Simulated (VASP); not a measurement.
# ZnS (P6_3/mmc) in VASP: further runs

The runs below take ZnS through single point, with PBE, r2SCAN.

All numbers are computed with VASP 6.6.1; they aren't measurements. Logs are shortened: lines on timing, memory, paths and dates and some standing lists are left out, and cuts for length are marked.

## 1. The cell of the first run

Symmetry: P6_3/mmc, No. 194, hexagonal system. The conventional cell has a = 3.590 Å, b = 3.590 Å, c = 5.691 Å, α = 90.00°, β = 90.00°, γ = 120.00°. Within 3.3 Å of Zn (site symmetry -3m) lie 6 S at 2.51 Å and 2 Zn at 2.85 Å. S (site symmetry -6m2) has 6 Zn at 2.51 Å within 3.3 Å.

## 2. Single point, PBE (uniaxial z strain -3.2%)

INCAR

```
SYSTEM = ZnS
  ALGO = Normal
  EDIFF = 1E-6
  ENCUT = 520
  GGA = PE
  ISIF = 2
  ISMEAR = -1
  LASPH = .TRUE.
  LCHARG = .FALSE.
  LREAL = .FALSE.
  LWAVE = .FALSE.
  NBANDS = 26
  NELM = 60
  PREC = Accurate
  SIGMA = 0.02
```

KPOINTS

```
k-points
0
G
  12 12 4
  0 0 0
```

POSCAR

```
ZnS
1.0
    3.5895904823      0.0000000000      0.0000000000
   -1.7947952411      3.1086765468      0.0000000000
    0.0000000000      0.0000000000      5.6906614047
Zn S
2 2
Direct
    0.0000000000      0.0000000000      0.0000000000
    0.0000000000      0.0000000000      0.5000000000
    0.3333333333      0.6666666667      0.2500000000
    0.6666666667      0.3333333333      0.7500000000
```

Potentials or basis: VASP PAW PBE potentials, release 64 (Zn, S).

Command:

```sh
cat potpaw_PBE.64/Zn/POTCAR potpaw_PBE.64/S/POTCAR > POTCAR
mpirun -np 1 vasp_std > vasp.out
```

OUTCAR:

```text
SYSTEM = ZnS
   EDIFF = 1E-6
   ENCUT = 520
   GGA = PE
   ISIF = 2
   ISMEAR = -1
   LASPH = .TRUE.
   LREAL = .FALSE.
   NELM = 60
   PREC = Accurate

 ion  position               nearest neighbor table
   1  0.000  0.000  0.000-   3 2.51   4 2.51   3 2.51   4 2.51   4 2.51   3 2.51   2 2.85   2 2.85

   2  0.000  0.000  0.500-   3 2.51   4 2.51   3 2.51   4 2.51   4 2.51   3 2.51   1 2.85   1 2.85

   3  0.333  0.667  0.250-   1 2.51   2 2.51   1 2.51   2 2.51   1 2.51   2 2.51
   4  0.667  0.333  0.750-   1 2.51   2 2.51   1 2.51   2 2.51   1 2.51   2 2.51

  LATTYP: Found a hexagonal cell.
 ALAT       =     3.5895904823
 C/A-ratio  =     1.5853232932

  Lattice vectors:

 A1 = (   3.5895904823,   0.0000000000,   0.0000000000)
 A2 = (  -1.7947952411,   3.1086765468,   0.0000000000)
 A3 = (   0.0000000000,   0.0000000000,   5.6906614047)

Analysis of symmetry for initial positions (statically):
=====================================================================
 Subroutine PRICEL returns:
 Original cell was already a primitive cell.

 Routine SETGRP: Setting up the symmetry group for a
 hexagonal supercell.

 Subroutine GETGRP returns: Found 24 space group operations
 (whereof 12 operations were pure point group operations)
 out of a pool of 24 trial point group operations.

The static configuration has the point symmetry D_3d.
 The point group associated with its full space group is D_6h.

Analysis of symmetry for dynamics (positions and initial velocities):
=====================================================================
 Subroutine PRICEL returns:
 Original cell was already a primitive cell.

 Routine SETGRP: Setting up the symmetry group for a
 hexagonal supercell.

 Subroutine GETGRP returns: Found 24 space group operations
 (whereof 12 operations were pure point group operations)
 out of a pool of 24 trial point group operations.

The dynamic configuration has the point symmetry D_3d.
 The point group associated with its full space group is D_6h.

 Subroutine INISYM returns: Found 24 space group operations
 (whereof 12 operations are pure point group operations),
 and found     1 'primitive' translations

----------------------------------------------------------------------------------------

                                     Primitive cell
[... 92 lines left out ...]
   LASPH  =      T    aspherical Exc in radial PAW
   ENCUT  =  520.0 eV  38.22 Ry    6.18 a.u.   6.67  6.67 10.58*2*pi/ulx,y,z
   NELM   =     60;   NELMIN=  2; NELMDL= -5     # of ELM steps
   EDIFF  = 0.1E-05   stopping-criterion for ELM
   LREAL  =      F    real-space projection
   EDIFFG = 0.1E-04   stopping-criterion for IOM
   NSW    =      0    number of steps for IOM
   IBRION =     -1    ionic relax: 0-MD 1-quasi-New 2-CG
   NFREE  =      0    steps in history (QN), initial steepest desc. (CG)
   ISIF   =      2    stress and relaxation
   ISYM   =      2    0-nonsym 1-usesym 2-fastsym
   POTIM  = 0.5000    time-step for ionic-motion
   TEBEG  =    0.0;   TEEND  =   0.0 temperature during run
   PSTRESS=    0.0 pullay stress
   NELECT =      36.0000    total number of electrons
   NUPDOWN=      -1.0000    fix difference up-down
   EMIN   =  10.00;   EMAX   =-10.00  energy-range for DOS
   EFERMI =   0.00;   METHOD = LEGACY
   ISMEAR =    -1;   SIGMA  =   0.02  broadening in eV -4-tet -1-fermi 0-gaus
   EFERMI_NEDOS =   21; number of points for ismear=-14 and -15
   IALGO  =     38    algorithm
   IMIX   =      4    mixing-type and parameters
     AMIX     =   0.40;   BMIX     =  1.00
     AMIX_MAG =   1.60;   BMIX_MAG =  1.00
  volume/ion in A,a.u.               =      15.88       107.13
  Fermi-wavevector in a.u.,A,eV,Ry     =   1.354923  2.560433 24.977796  1.835816
  Thomas-Fermi vector in A             =   2.482054
   LORBIT       =      0    0 simple, 1 ext, 2 COOP (PROOUT), +10 PAW based schemes
   GGA     = PE    functional components
   LHFCALC =     F    Hartree Fock is set to
   AEXX    =    0.0000 exact exchange contribution
   IVDW    =     0    specifies the selected vdW correction
   LEPSILON=     F    determine dielectric tensor
   LRPA    =     F    only Hartree local field effects (RPA)
 non-spin polarized calculation
  energy-cutoff  :      520.00
  volume of cell :       63.50
 maximum number of plane-waves:      1743
 NGX is ok and might be reduce to    28
   NGX = 13   NGY = 13   NGZ = 21

 number of electron      36.0000038 magnetization

 Free energy of the ion-electron system (eV)
  ---------------------------------------------------
  ext. energy  EPLUGINS =         0.00000000
  ---------------------------------------------------
  free energy    TOTEN  =       -12.26586135 eV

  energy without entropy =      -12.26586134  energy(sigma->0) =      -12.26586134

 E-fermi :   4.5384     XC(G=0): -10.9823

 val. band max:        4.2557897021   @ k =   0.2500  -0.0000   0.0000
 cond. band min:       4.7852532554   @ k =   0.3333   0.3333   0.0000
 fundamental gap:      0.5294635533
 Fermi energy:         4.5383618623

 k-point     1 :       0.0000    0.0000    0.0000
  band No.  band energies     occupation
      1      -9.8701      2.00000
      2      -7.9783      2.00000
      3      -3.0471      2.00000
      4      -2.5708      2.00000
      5      -2.5708      2.00000
      6      -2.4794      2.00000
[... 685 lines left out ...]
     25      13.8271      0.00000
     26      13.9527      0.00000

 [... further k-points ...]

------------------------ aborting loop because EDIFF is reached ----------------------------------------

  FORCE on cell =-STRESS in cart. coord.  units (eV):
  Direction    XX          YY          ZZ          XY          YZ          ZX
  --------------------------------------------------------------------------------------
  -------------------------------------------------------------------------------------
  Total        1.9170888      1.9170888      3.3220820      0.0000000      0.0000000      0.0000000
  in kB       48.3692810     48.3692810     83.8180859      0.0000000      0.0000000      0.0000000
  external PRESSURE =      60.1855493 kB  Pullay stress =       0.0000000 kB

 VOLUME and BASIS-vectors are now :
 -----------------------------------------------------------------------------
  energy-cutoff  :      520.00
  volume of cell :       63.50
      direct lattice vectors                 reciprocal lattice vectors
     3.589590482  0.000000000  0.000000000     0.278583311  0.160840149  0.000000000
    -1.794795241  3.108676547  0.000000000     0.000000000  0.321680299  0.000000000
     0.000000000  0.000000000  5.690661405     0.000000000  0.000000000  0.175726498

 POSITION                                       TOTAL-FORCE (eV/Angst)
 -----------------------------------------------------------------------------------
      0.00000      0.00000      0.00000        -0.000000      0.000000      0.000000
      0.00000      0.00000      2.84533        -0.000000      0.000000      0.000000
     -0.00000      2.07245      1.42267        -0.000000      0.000000     -0.000000
      1.79480      1.03623      4.26800         0.000000     -0.000000     -0.000000
 -----------------------------------------------------------------------------------
    total drift:                               -0.000000     -0.000000      0.000000

  FREE ENERGIE OF THE ION-ELECTRON SYSTEM (eV)
  ---------------------------------------------------
  free  energy   TOTEN  =       -12.2658613536 eV

  energy  without entropy=      -12.2658613360  energy(sigma->0) =      -12.26586134
```

OSZICAR:

```text
N       E                     dE             d eps       ncg     rms          rms(c)
DAV:   1     0.240061754686E+03    0.24006E+03   -0.17358E+04  2996   0.179E+03
DAV:   2     0.100633292791E+02   -0.23000E+03   -0.22048E+03  3056   0.360E+02
DAV:   3    -0.126412871303E+02   -0.22705E+02   -0.22329E+02  3516   0.110E+02
DAV:   4    -0.131894553126E+02   -0.54817E+00   -0.54683E+00  3482   0.166E+01
DAV:   5    -0.131970103190E+02   -0.75550E-02   -0.75525E-02  3578   0.205E+00    0.113E+01
DAV:   6    -0.122966770250E+02    0.90033E+00   -0.17181E+00  4274   0.364E+01    0.859E+00
DAV:   7    -0.122738407907E+02    0.22836E-01   -0.10783E+00  3276   0.663E+00    0.354E+00
DAV:   8    -0.122665212383E+02    0.73196E-02   -0.30736E-02  3464   0.168E+00    0.845E-01
DAV:   9    -0.122657629372E+02    0.75830E-03   -0.74753E-03  3982   0.144E+00    0.169E-01
DAV:  10    -0.122658125897E+02   -0.49653E-04   -0.53533E-04  3938   0.334E-01    0.575E-02
DAV:  11    -0.122658609028E+02   -0.48313E-04   -0.10509E-04  3136   0.804E-02    0.180E-02
DAV:  12    -0.122658613536E+02   -0.45071E-06   -0.40222E-06  3648   0.211E-02
   1 F= -.12265861E+02 E0= -.12265861E+02  d E =-.175277E-07
```

Run time: 73 s. Hardware: 1 thread of Intel Xeon Platinum 8259CL at 2.50GHz (Skylake/Cascade Lake), shared host; peak memory 0.22 GiB.

Results:

```
Free energy            : -12.2659 eV
Pressure               : 6.0 GPa
Band gap on the k mesh : 0.53 eV (least direct gap 1.95 eV)
```

Stress tensor (GPa, compression positive):
```
4.84 0.00 0.00
0.00 4.84 0.00
0.00 0.00 8.38
```

Caveat: the cell differs from its parent crystal (uniaxial z strain -3.2%); the cell stands under pressure.

## 3. Single point, PBE (epitaxial xy strain +2.7%)

INCAR

```
PREC = Accurate
ENCUT = 520
EDIFF = 1E-6
ISMEAR = -1
SIGMA = 0.02
LREAL = False
LASPH = True
NELM = 100
ALGO = Normal
ISIF = 2
LWAVE = False
LCHARG = True
GGA = PE
LELF = True
LVHAR = True
NBANDS = 26
```

KPOINTS

```
regular mesh
0
Gamma
  12 12 4
```

POSCAR

```
ZnS
1.0
    3.6879452615      0.0000000000      0.0000000000
   -1.8439726308      3.1938542842      0.0000000000
    0.0000000000      0.0000000000      5.7820218017
Zn S
2 2
Direct
    0.0000000000      0.0000000000      0.0000000000
    0.0000000000      0.0000000000      0.5000000000
    0.3333333333      0.6666666667      0.2500000000
    0.6666666667      0.3333333333      0.7500000000
```

Potentials or basis: VASP PAW PBE potentials, release 64 (Zn, S).

Command:

```sh
cat potpaw_PBE.64/Zn/POTCAR potpaw_PBE.64/S/POTCAR > POTCAR
mpirun -np 1 vasp_std > vasp.out
```

OUTCAR:

```text
PREC = Accurate
   ENCUT = 520
   EDIFF = 1E-6
   ISMEAR = -1
   LREAL = False
   LASPH = True
   NELM = 100
   ISIF = 2
   GGA = PE

 ion  position               nearest neighbor table
   1  0.000  0.000  0.000-   3 2.57   4 2.57   4 2.57   3 2.57   4 2.57   3 2.57   2 2.89   2 2.89

   2  0.000  0.000  0.500-   3 2.57   4 2.57   4 2.57   3 2.57   4 2.57   3 2.57   1 2.89   1 2.89

   3  0.333  0.667  0.250-   1 2.57   2 2.57   1 2.57   2 2.57   1 2.57   2 2.57
   4  0.667  0.333  0.750-   1 2.57   2 2.57   1 2.57   2 2.57   1 2.57   2 2.57

  LATTYP: Found a hexagonal cell.
 ALAT       =     3.6879452615
 C/A-ratio  =     1.5678166002

  Lattice vectors:

 A1 = (   3.6879452615,   0.0000000000,   0.0000000000)
 A2 = (  -1.8439726308,   3.1938542842,   0.0000000000)
 A3 = (   0.0000000000,   0.0000000000,   5.7820218017)

Analysis of symmetry for initial positions (statically):
=====================================================================
 Subroutine PRICEL returns:
 Original cell was already a primitive cell.

 Routine SETGRP: Setting up the symmetry group for a
 hexagonal supercell.

 Subroutine GETGRP returns: Found 24 space group operations
 (whereof 12 operations were pure point group operations)
 out of a pool of 24 trial point group operations.

The static configuration has the point symmetry D_3d.
 The point group associated with its full space group is D_6h.

Analysis of symmetry for dynamics (positions and initial velocities):
=====================================================================
 Subroutine PRICEL returns:
 Original cell was already a primitive cell.

 Routine SETGRP: Setting up the symmetry group for a
 hexagonal supercell.

 Subroutine GETGRP returns: Found 24 space group operations
 (whereof 12 operations were pure point group operations)
 out of a pool of 24 trial point group operations.

[... 122 lines left out ...]
   IALGO  =     38    algorithm
   IMIX   =      4    mixing-type and parameters
     AMIX     =   0.40;   BMIX     =  1.00
     AMIX_MAG =   1.60;   BMIX_MAG =  1.00
  volume/ion in A,a.u.               =      17.03       114.90
  Fermi-wavevector in a.u.,A,eV,Ry     =   1.323679  2.501390 23.839111  1.752125
  Thomas-Fermi vector in A             =   2.453269
   LORBIT       =      0    0 simple, 1 ext, 2 COOP (PROOUT), +10 PAW based schemes
   GGA     = PE    functional components
   LHFCALC =     F    Hartree Fock is set to
   AEXX    =    0.0000 exact exchange contribution
   IVDW    =     0    specifies the selected vdW correction
   LEPSILON=     F    determine dielectric tensor
   LRPA    =     F    only Hartree local field effects (RPA)
 non-spin polarized calculation
  energy-cutoff  :      520.00
  volume of cell :       68.11
 maximum number of plane-waves:      1858
 NGX is ok and might be reduce to    28
   NGX = 13   NGY = 13   NGZ = 21

 number of electron      35.9999956 magnetization

 Free energy of the ion-electron system (eV)
  ---------------------------------------------------
  ext. energy  EPLUGINS =         0.00000000
  ---------------------------------------------------
  free energy    TOTEN  =       -12.32471644 eV

  energy without entropy =      -12.32471644  energy(sigma->0) =      -12.32471644

 E-fermi :   3.8168     XC(G=0): -10.6348

 val. band max:        3.4942438907   @ k =   0.2500   0.0000   0.0000
 cond. band min:       4.1039690506   @ k =   0.3333   0.3333   0.0000
 fundamental gap:      0.6097251599
 Fermi energy:         3.8167699814

 k-point     1 :       0.0000    0.0000    0.0000
  band No.  band energies     occupation
      1     -10.0508      2.00000
      2      -8.3675      2.00000
      3      -3.3359      2.00000
      4      -3.0930      2.00000
      5      -3.0930      2.00000
      6      -3.0361      2.00000
[... 685 lines left out ...]
     25      12.7224      0.00000
     26      12.8956      0.00000

 [... further k-points ...]

------------------------ aborting loop because EDIFF is reached ----------------------------------------

  FORCE on cell =-STRESS in cart. coord.  units (eV):
  Direction    XX          YY          ZZ          XY          YZ          ZX
  --------------------------------------------------------------------------------------
  -------------------------------------------------------------------------------------
  Total       -0.8628493     -0.8628493      0.8174209      0.0000000      0.0000000      0.0000000
  in kB      -20.2986064    -20.2986064     19.2298992      0.0000000      0.0000000      0.0000000
  external PRESSURE =      -7.1224379 kB  Pullay stress =       0.0000000 kB

 VOLUME and BASIS-vectors are now :
 -----------------------------------------------------------------------------
  energy-cutoff  :      520.00
  volume of cell :       68.11
      direct lattice vectors                 reciprocal lattice vectors
     3.687945261  0.000000000  0.000000000     0.271153699  0.156550661  0.000000000
    -1.843972631  3.193854284  0.000000000     0.000000000  0.313101322  0.000000000
     0.000000000  0.000000000  5.782021802     0.000000000  0.000000000  0.172949884

 POSITION                                       TOTAL-FORCE (eV/Angst)
 -----------------------------------------------------------------------------------
      0.00000      0.00000      0.00000        -0.000000      0.000000      0.000000
      0.00000      0.00000      2.89101        -0.000000      0.000000      0.000000
     -0.00000      2.12924      1.44551        -0.000000      0.000000     -0.000000
      1.84397      1.06462      4.33652         0.000000      0.000000      0.000000
 -----------------------------------------------------------------------------------
    total drift:                               -0.000000     -0.000000      0.000000

  FREE ENERGIE OF THE ION-ELECTRON SYSTEM (eV)
  ---------------------------------------------------
  free  energy   TOTEN  =       -12.3247164408 eV

  energy  without entropy=      -12.3247164381  energy(sigma->0) =      -12.32471644
```

OSZICAR:

```text
N       E                     dE             d eps       ncg     rms          rms(c)
DAV:   1     0.241001761906E+03    0.24100E+03   -0.17407E+04  2972   0.175E+03
DAV:   2     0.980492480306E+01   -0.23120E+03   -0.22133E+03  3062   0.356E+02
DAV:   3    -0.127418161240E+02   -0.22547E+02   -0.22177E+02  3526   0.108E+02
DAV:   4    -0.132786359242E+02   -0.53682E+00   -0.53546E+00  3518   0.164E+01
DAV:   5    -0.132860941291E+02   -0.74582E-02   -0.74558E-02  3500   0.200E+00    0.977E+00
DAV:   6    -0.123540548927E+02    0.93204E+00   -0.17840E+00  4252   0.354E+01    0.758E+00
DAV:   7    -0.123314474960E+02    0.22607E-01   -0.95405E-01  3270   0.627E+00    0.347E+00
DAV:   8    -0.123251040926E+02    0.63434E-02   -0.29177E-02  3544   0.177E+00    0.766E-01
DAV:   9    -0.123245897800E+02    0.51431E-03   -0.57048E-03  3770   0.143E+00    0.148E-01
DAV:  10    -0.123246666542E+02   -0.76874E-04   -0.59968E-04  3748   0.316E-01    0.520E-02
DAV:  11    -0.123247151793E+02   -0.48525E-04   -0.11408E-04  3120   0.886E-02    0.127E-02
DAV:  12    -0.123247161420E+02   -0.96276E-06   -0.10203E-05  4276   0.386E-02    0.135E-02
DAV:  13    -0.123247164408E+02   -0.29878E-06   -0.47555E-06  3122   0.207E-02
   1 F= -.12324716E+02 E0= -.12324716E+02  d E =-.268510E-08
```

stdout:

```text
POSCAR found type information on POSCAR ZnS
 POSCAR found :  2 types and       4 ions
 scaLAPACK will be used
 LDA part: xc-table for (Slater+PW92), standard interpolation
 POSCAR, INCAR and KPOINTS ok, starting setup
 FFT: planning ... GRIDC
 FFT: planning ... GRID_SOFT
 FFT: planning ... GRID
 WAVECAR not read
 entering main loop
```

It took 2 min on 1 thread of Intel Xeon Platinum 8259CL at 2.50GHz (Skylake/Cascade Lake), shared host; peak memory 0.23 GiB.

What came out:

| Item | Value |
| --- | --- |
| Free energy | -12.3247 eV |
| Pressure | -0.7 GPa |
| Band gap on the k mesh | 0.61 eV (least direct gap 1.47 eV) |

Caveat: the cell differs from its parent crystal (epitaxial xy strain +2.7%).

(Part 1 of 2 ends here.)
